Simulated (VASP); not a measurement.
# WC (P-6m2) in VASP: further runs

Aim: see how the results for WC move with the level of theory and the settings. Levels: PBE, LDA. Tasks: electric field gradients.

Everything below comes from runs of VASP 6.6.1. Logs are shortened: lines on timing, memory, paths and dates and some standing lists are left out, and cuts for length are marked.

## 1. The cell of the first run

Symmetry: P-6m2, No. 187, hexagonal system. The conventional cell has a = 2.929 Å, b = 2.929 Å, c = 2.857 Å, α = 90.00°, β = 90.00°, γ = 120.00°. Within 2.9 Å of W (site symmetry -6m2) lie 6 C at 2.21 Å and 2 W at 2.86 Å. Within 2.9 Å of C (site symmetry -6m2) lie 6 W at 2.21 Å and 2 C at 2.86 Å.

## 2. Electric field gradients, PBE (volume scaled by 1.03)

INCAR reads:

```
SYSTEM = WC
ALGO = Normal ; EDIFF = 1E-8
ENCUT = 520 ; GGA = PE
ISIF = 2 ; ISMEAR = -1
LASPH = .TRUE. ; LCHARG = .FALSE.
LEFG = .TRUE. ; LREAL = .FALSE.
LWAVE = .FALSE. ; NBANDS = 16
NELM = 60 ; PREC = Accurate
SIGMA = 0.05
```

KPOINTS reads:

```
k-points
0
G
  13 13 12
  0 0 0
```

POSCAR reads:

```
WC
1.0
    2.9292211398      0.0000000000      0.0000000000
   -1.4646105699      2.5367799204      0.0000000000
    0.0000000000      0.0000000000      2.8570117227
W C
1 1
Direct
    0.0000000000      0.0000000000      0.0000000000
    0.6666666667      0.3333333333      0.5000000000
```

Potentials or basis: VASP PAW PBE potentials, release 64 (W_sv, C).

On the command line:

```console
$ cat potpaw_PBE.64/W_sv/POTCAR potpaw_PBE.64/C/POTCAR > POTCAR
$ mpirun -np 1 vasp_std > vasp.out
```

OUTCAR:

```text
SYSTEM = WC
   EDIFF = 1E-8
   ENCUT = 520
   GGA = PE
   ISIF = 2
   ISMEAR = -1
   LASPH = .TRUE.
   LREAL = .FALSE.
   NELM = 60
   PREC = Accurate

 ion  position               nearest neighbor table
   1  0.000  0.000  0.000-   2 2.21   2 2.21   2 2.21   2 2.21   2 2.21   2 2.21
   2  0.667  0.333  0.500-   1 2.21   1 2.21   1 2.21   1 2.21   1 2.21   1 2.21

  LATTYP: Found a hexagonal cell.
 ALAT       =     2.9292211398
 C/A-ratio  =     0.9753485948

  Lattice vectors:

 A1 = (   2.9292211398,   0.0000000000,   0.0000000000)
 A2 = (  -1.4646105699,   2.5367799204,   0.0000000000)
 A3 = (   0.0000000000,   0.0000000000,   2.8570117227)

Analysis of symmetry for initial positions (statically):
=====================================================================
 Subroutine PRICEL returns:
 Original cell was already a primitive cell.

 Routine SETGRP: Setting up the symmetry group for a
 hexagonal supercell.

 Subroutine GETGRP returns: Found 12 space group operations
 (whereof 12 operations were pure point group operations)
 out of a pool of 24 trial point group operations.

The static configuration has the point symmetry D_3h.

Analysis of symmetry for dynamics (positions and initial velocities):
=====================================================================
 Subroutine PRICEL returns:
 Original cell was already a primitive cell.

 Routine SETGRP: Setting up the symmetry group for a
 hexagonal supercell.

 Subroutine GETGRP returns: Found 12 space group operations
 (whereof 12 operations were pure point group operations)
 out of a pool of 24 trial point group operations.

The dynamic configuration has the point symmetry D_3h.

 Subroutine INISYM returns: Found 12 space group operations
 (whereof 12 operations are pure point group operations),
 and found     1 'primitive' translations

----------------------------------------------------------------------------------------

                                     Primitive cell

  volume of cell :      21.2299

  direct lattice vectors                    reciprocal lattice vectors
     2.929221140  0.000000000  0.000000000     0.341387677  0.197100267  0.000000000
    -1.464610570  2.536779920  0.000000000     0.000000000  0.394200534  0.000000000
[... 124 lines left out ...]

 Free energy of the ion-electron system (eV)
  ---------------------------------------------------
  ext. energy  EPLUGINS =         0.00000000
  ---------------------------------------------------
  free energy    TOTEN  =       -22.44985670 eV

  energy without entropy =      -22.44697350  energy(sigma->0) =      -22.44841510

 E-fermi :  10.7573     XC(G=0): -13.6733

 val. band max:       10.7544949786   @ k =   0.4615   0.0000   0.4167
 cond. band min:      10.7756643720   @ k =   0.0769   0.0769   0.4167
 fundamental gap:      0.0211693933
 Fermi energy:        10.7573476440

 k-point     1 :       0.0000    0.0000    0.0000
  band No.  band energies     occupation
      1     -63.2961      2.00000
      2     -27.2738      2.00000
      3     -27.1839      2.00000
      4     -27.1839      2.00000
      5      -3.5193      2.00000
      6       6.5729      2.00000
[... 433 lines left out ...]
      3     -27.2984      2.00000
      4     -27.2181      2.00000
      5      -2.7884      2.00000
      6       6.3692      2.00000
[... 8 lines left out ...]
     15      24.2173      0.00000
     16      28.4050      0.00000

 [... further k-points ...]

------------------------ aborting loop because EDIFF is reached ----------------------------------------

  FORCE on cell =-STRESS in cart. coord.  units (eV):
  Direction    XX          YY          ZZ          XY          YZ          ZX
  --------------------------------------------------------------------------------------
  -------------------------------------------------------------------------------------
  Total       -0.2476876     -0.2476876     -0.4145349      0.0000000      0.0000000      0.0000000
  in kB      -18.6925225    -18.6925225    -31.2841787      0.0000000      0.0000000      0.0000000
  external PRESSURE =     -22.8897413 kB  Pullay stress =       0.0000000 kB

 VOLUME and BASIS-vectors are now :
 -----------------------------------------------------------------------------
  energy-cutoff  :      520.00
  volume of cell :       21.23
      direct lattice vectors                 reciprocal lattice vectors
     2.929221140  0.000000000  0.000000000     0.341387677  0.197100267  0.000000000
    -1.464610570  2.536779920  0.000000000     0.000000000  0.394200534  0.000000000
     0.000000000  0.000000000  2.857011723     0.000000000  0.000000000  0.350016065

 POSITION                                       TOTAL-FORCE (eV/Angst)
 -----------------------------------------------------------------------------------
      0.00000      0.00000      0.00000        -0.000000      0.000000      0.000000
      1.46461      0.84559      1.42851         0.000000      0.000000      0.000000
 -----------------------------------------------------------------------------------
    total drift:                               -0.000000      0.000000      0.000000

  FREE ENERGIE OF THE ION-ELECTRON SYSTEM (eV)
  ---------------------------------------------------
  free  energy   TOTEN  =       -22.4498566959 eV

  energy  without entropy=      -22.4469735043  energy(sigma->0) =      -22.44841510

 Electric field gradients (V/A^2)
---------------------------------------------------------------------
 ion       V_xx      V_yy      V_zz      V_xy      V_xz      V_yz
---------------------------------------------------------------------
   1      66.410    66.411  -132.821     0.000    -0.000     0.000
   2      -0.078    -0.078     0.156     0.000     0.000    -0.000
---------------------------------------------------------------------

 Electric field gradients after diagonalization (V/A^2)
 (convention: |V_zz| > |V_xx| > |V_yy|)
----------------------------------------------------------------------
 ion       V_xx      V_yy      V_zz     asymmetry (V_yy - V_xx)/ V_zz
----------------------------------------------------------------------
   1      66.411    66.410  -132.821       0.000
   2      -0.079    -0.078     0.156       0.006
----------------------------------------------------------------------

           NMR quadrupolar parameters

 Cq : quadrupolar parameter    Cq=e*Q*V_zz/h
 eta: asymmetry parameters     (V_yy - V_xx)/ V_zz
 Q  : nuclear electric quadrupole moment in mb (millibarn)
----------------------------------------------------------------------
 ion       Cq(MHz)       eta       Q (mb)
----------------------------------------------------------------------
   1      -0.321       0.000       1.000
   2       0.000       0.006       1.000
----------------------------------------------------------------------
```

stdout:

```text
POSCAR found type information on POSCAR W C
 POSCAR found :  2 types and       2 ions
 scaLAPACK will be used
 LDA part: xc-table for (Slater+PW92), standard interpolation
 POSCAR, INCAR and KPOINTS ok, starting setup
 FFT: planning ... GRIDC
 FFT: planning ... GRID_SOFT
 FFT: planning ... GRID
 WAVECAR not read
 entering main loop
ion   1

ion   2
```

Run time: 29 s. Hardware: 1 thread of Intel Xeon 6975P-C, shared host; peak memory 0.18 GiB.

Results:

```
Free energy            : -22.4499 eV
Pressure               : -2.3 GPa
Band gap on the k mesh : zero (band 9 reaches 11.44 eV, above the bottom of band 10 at 10.20 eV)
```

Levels at points of the mesh, in eV from the Fermi level:
```csv
k point,band 5,band 6,band 7,band 8,band 9,band 10,band 11,band 12,band 13,band 14
"(0.00, 0.00, 0.00)",-14.28,-4.18,-3.24,-3.24,0.09,3.13,3.13,5.50,5.50,6.22
"(0.00, 0.00, 0.50)",-10.38,-8.51,-1.96,-1.96,-0.56,-0.56,3.58,4.46,4.46,9.82
```

Electric field gradients, principal values (V/Å²):
```
atom   least  middle  greatest (by size)
 1 W  66.410  66.411            -132.821
 2 C  -0.078  -0.079               0.156
```

Caveat: without QUAD_EFG the Cq values of the log hold for a quadrupole moment of 1 mb, not for the nuclei; spin-orbit coupling is left out, which moves the levels of the heavy elements.

## 3. Electric field gradients, PBE (volume scaled by 1.04)

INCAR reads:

```
SYSTEM = WC
PREC     = Accurate       ! precision mode
ENCUT    = 520            ! plane-wave cutoff, eV
EDIFF    = 1E-8           ! SCF threshold, eV
ISMEAR   = -1             ! smearing method
SIGMA    = 0.05           ! smearing width, eV
LREAL    = .FALSE.        ! projectors in reciprocal space
LASPH    = .TRUE.         ! aspherical terms in the spheres
NELM     = 100            ! most SCF steps
ALGO     = Normal         ! electronic algorithm
ISIF     = 2              ! what is computed and relaxed
LWAVE    = .FALSE.        ! write WAVECAR
LCHARG   = .FALSE.        ! write CHGCAR
GGA      = PE             ! functional
LEFG     = .TRUE.       
NBANDS   = 16             ! bands
```

KPOINTS reads:

```
regular mesh
0
G
  13 13 12
  0 0 0
```

POSCAR reads:

```
WC
1.0
    2.9386703057      0.0000000000      0.0000000000
   -1.4693351528      2.5449631381      0.0000000000
    0.0000000000      0.0000000000      2.8662279534
W C
1 1
Direct
    0.0000000000      0.0000000000      0.0000000000
    0.6666666667      0.3333333333      0.5000000000
```

Potentials or basis: VASP PAW PBE potentials, release 64 (W_sv, C).

On the command line:

```console
$ cat potpaw_PBE.64/W_sv/POTCAR potpaw_PBE.64/C/POTCAR > POTCAR
$ mpirun -np 1 vasp_std > vasp.out
```

OUTCAR:

```text
SYSTEM = WC
   PREC = Accurate
   ENCUT = 520
   EDIFF = 1E-8
   ISMEAR = -1
   LREAL = .FALSE.
   LASPH = .TRUE.
   NELM = 100
   ISIF = 2
   GGA = PE

 ion  position               nearest neighbor table
   1  0.000  0.000  0.000-   2 2.22   2 2.22   2 2.22   2 2.22   2 2.22   2 2.22
   2  0.667  0.333  0.500-   1 2.22   1 2.22   1 2.22   1 2.22   1 2.22   1 2.22

  LATTYP: Found a hexagonal cell.
 ALAT       =     2.9386703057
 C/A-ratio  =     0.9753485949

  Lattice vectors:

 A1 = (   2.9386703057,   0.0000000000,   0.0000000000)
 A2 = (  -1.4693351528,   2.5449631381,   0.0000000000)
[... 669 lines left out ...]
  free  energy   TOTEN  =       -22.4447133684 eV

  energy  without entropy=      -22.4418079074  energy(sigma->0) =      -22.44326064

 Electric field gradients (V/A^2)
---------------------------------------------------------------------
 ion       V_xx      V_yy      V_zz      V_xy      V_xz      V_yz
---------------------------------------------------------------------
   1      64.596    64.596  -129.192     0.000    -0.000    -0.000
   2      -0.051    -0.051     0.103     0.000     0.000     0.000
---------------------------------------------------------------------

 Electric field gradients after diagonalization (V/A^2)
 (convention: |V_zz| > |V_xx| > |V_yy|)
----------------------------------------------------------------------
 ion       V_xx      V_yy      V_zz     asymmetry (V_yy - V_xx)/ V_zz
----------------------------------------------------------------------
   1      64.596    64.595  -129.192       0.000
   2      -0.052    -0.051     0.103       0.009
----------------------------------------------------------------------

           NMR quadrupolar parameters

 Cq : quadrupolar parameter    Cq=e*Q*V_zz/h
 eta: asymmetry parameters     (V_yy - V_xx)/ V_zz
 Q  : nuclear electric quadrupole moment in mb (millibarn)
----------------------------------------------------------------------
 ion       Cq(MHz)       eta       Q (mb)
----------------------------------------------------------------------
   1      -0.312       0.000       1.000
   2       0.000       0.009       1.000
----------------------------------------------------------------------
```

Wall time 29 s (1 thread of Intel Xeon 6975P-C, shared host); peak memory 0.18 GiB.

Results:

```
Free energy            : -22.4447 eV
Pressure               : -5.8 GPa
Band gap on the k mesh : zero (band 9 reaches 11.30 eV, above the bottom of band 10 at 10.07 eV)
```

Electric field gradients, principal values (V/Å²):
```tsv
atom	least	middle	greatest (by size)
1 W	64.595	64.596	-129.192
2 C	-0.051	-0.052	0.103
```

Caveat: without QUAD_EFG the Cq values of the log hold for a quadrupole moment of 1 mb, not for the nuclei; spin-orbit coupling is left out, which moves the levels of the heavy elements.

## 4. Electric field gradients, PBE (volume scaled by 1.04)

INCAR reads:

```
  PREC = Accurate
  ENCUT = 520
  EDIFF = 1E-8
  ISMEAR = -1
  SIGMA = 0.05
  LREAL = False
  LASPH = True
  NELM = 100
  ALGO = Normal
  ISIF = 2
  LWAVE = False
  LCHARG = False
  GGA = PE
  LEFG = True
  NBANDS = 16
```

KPOINTS reads:

```
Automatic mesh
0
Gamma
  13 13 12
```

POSCAR is that of step 3.

Potentials or basis: VASP PAW PBE potentials, release 64 (W_sv, C).

On the command line:

```console
$ cat potpaw_PBE.64/W_sv/POTCAR potpaw_PBE.64/C/POTCAR > POTCAR
$ mpirun -np 1 vasp_std > vasp.out
```

OUTCAR:

```text
PREC = Accurate
   ENCUT = 520
   EDIFF = 1E-8
   ISMEAR = -1
   LREAL = False
   LASPH = True
   NELM = 100
   ISIF = 2
   GGA = PE

 ion  position               nearest neighbor table
   1  0.000  0.000  0.000-   2 2.22   2 2.22   2 2.22   2 2.22   2 2.22   2 2.22
   2  0.667  0.333  0.500-   1 2.22   1 2.22   1 2.22   1 2.22   1 2.22   1 2.22

  LATTYP: Found a hexagonal cell.
 ALAT       =     2.9386703057
 C/A-ratio  =     0.9753485949

  Lattice vectors:

 A1 = (   2.9386703057,   0.0000000000,   0.0000000000)
 A2 = (  -1.4693351528,   2.5449631381,   0.0000000000)
 A3 = (   0.0000000000,   0.0000000000,   2.8662279534)

Analysis of symmetry for initial positions (statically):
=====================================================================
 Subroutine PRICEL returns:
 Original cell was already a primitive cell.

 Routine SETGRP: Setting up the symmetry group for a
[... 645 lines left out ...]
  energy-cutoff  :      520.00
  volume of cell :       21.44
      direct lattice vectors                 reciprocal lattice vectors
     2.938670306  0.000000000  0.000000000     0.340289960  0.196466500  0.000000000
    -1.469335153  2.544963138  0.000000000     0.000000000  0.392933000  0.000000000
     0.000000000  0.000000000  2.866227953     0.000000000  0.000000000  0.348890603

 POSITION                                       TOTAL-FORCE (eV/Angst)
 -----------------------------------------------------------------------------------
      0.00000      0.00000      0.00000         0.000000      0.000000      0.000000
      1.46934      0.84832      1.43311        -0.000000     -0.000000      0.000000
 -----------------------------------------------------------------------------------
    total drift:                               -0.000000      0.000000      0.000000

  FREE ENERGIE OF THE ION-ELECTRON SYSTEM (eV)
  ---------------------------------------------------
  free  energy   TOTEN  =       -22.4447133684 eV

  energy  without entropy=      -22.4418079074  energy(sigma->0) =      -22.44326064

 Electric field gradients (V/A^2)
---------------------------------------------------------------------
 ion       V_xx      V_yy      V_zz      V_xy      V_xz      V_yz
---------------------------------------------------------------------
   1      64.596    64.596  -129.192     0.000    -0.000    -0.000
   2      -0.051    -0.051     0.103     0.000     0.000     0.000
---------------------------------------------------------------------

 Electric field gradients after diagonalization (V/A^2)
 (convention: |V_zz| > |V_xx| > |V_yy|)
----------------------------------------------------------------------
 ion       V_xx      V_yy      V_zz     asymmetry (V_yy - V_xx)/ V_zz
----------------------------------------------------------------------
   1      64.596    64.595  -129.192       0.000
   2      -0.052    -0.051     0.103       0.009
----------------------------------------------------------------------

           NMR quadrupolar parameters

 Cq : quadrupolar parameter    Cq=e*Q*V_zz/h
 eta: asymmetry parameters     (V_yy - V_xx)/ V_zz
 Q  : nuclear electric quadrupole moment in mb (millibarn)
----------------------------------------------------------------------
 ion       Cq(MHz)       eta       Q (mb)
----------------------------------------------------------------------
   1      -0.312       0.000       1.000
   2       0.000       0.009       1.000
----------------------------------------------------------------------
```

OSZICAR:

```text
N       E                     dE             d eps       ncg     rms          rms(c)
DAV:   1     0.107047626237E+03    0.10705E+03   -0.93315E+03  4720   0.124E+03
DAV:   2    -0.223944764847E+02   -0.12944E+03   -0.12524E+03  5584   0.332E+02
DAV:   3    -0.255176160229E+02   -0.31231E+01   -0.31104E+01  5176   0.491E+01
DAV:   4    -0.255345702495E+02   -0.16954E-01   -0.16953E-01  6160   0.408E+00
DAV:   5    -0.255347012423E+02   -0.13099E-03   -0.13099E-03  5216   0.341E-01    0.304E+01
DAV:   6    -0.225423128405E+02    0.29924E+01   -0.59343E+00  5696   0.259E+01    0.763E+00
DAV:   7    -0.224737740161E+02    0.68539E-01   -0.46004E-01  5000   0.519E+00    0.581E+00
DAV:   8    -0.224459965939E+02    0.27777E-01   -0.74926E-02  5320   0.237E+00    0.104E+00
DAV:   9    -0.224447901078E+02    0.12065E-02   -0.32335E-03  5200   0.470E-01    0.130E-01
DAV:  10    -0.224447143820E+02    0.75726E-04   -0.32907E-04  5656   0.203E-01    0.581E-02
DAV:  11    -0.224447142664E+02    0.11567E-06   -0.12810E-05  5352   0.326E-02    0.106E-02
DAV:  12    -0.224447134679E+02    0.79848E-06   -0.28685E-06  5392   0.155E-02    0.131E-03
DAV:  13    -0.224447133891E+02    0.78758E-07   -0.10045E-07  5528   0.274E-03    0.353E-04
DAV:  14    -0.224447133688E+02    0.20344E-07   -0.20737E-09  3904   0.419E-04    0.680E-05
DAV:  15    -0.224447133684E+02    0.40927E-09   -0.21482E-10  2576   0.166E-04
   1 F= -.22444713E+02 E0= -.22443261E+02  d E =-.290546E-02
```

Wall time 24 s (1 thread of Intel Xeon 6975P-C, shared host); peak memory 0.18 GiB.

What came out:

| Item | Value |
| --- | --- |
| Free energy | -22.4447 eV |
| Pressure | -5.8 GPa |
| Band gap on the k mesh | zero (band 9 reaches 11.30 eV, above the bottom of band 10 at 10.07 eV) |

Stress tensor (GPa, compression positive):
```
-5.26  0.00  0.00
 0.00 -5.26  0.00
 0.00  0.00 -7.03
```

Electric field gradients, principal values (V/Å²):
| atom | least | middle | greatest (by size) |
| --- | --- | --- | --- |
| 1 W | 64.595 | 64.596 | -129.192 |
| 2 C | -0.051 | -0.052 | 0.103 |

Caveat: without QUAD_EFG the Cq values of the log hold for a quadrupole moment of 1 mb, not for the nuclei; spin-orbit coupling is left out, which moves the levels of the heavy elements.

(Part 1 of 2 ends here.)
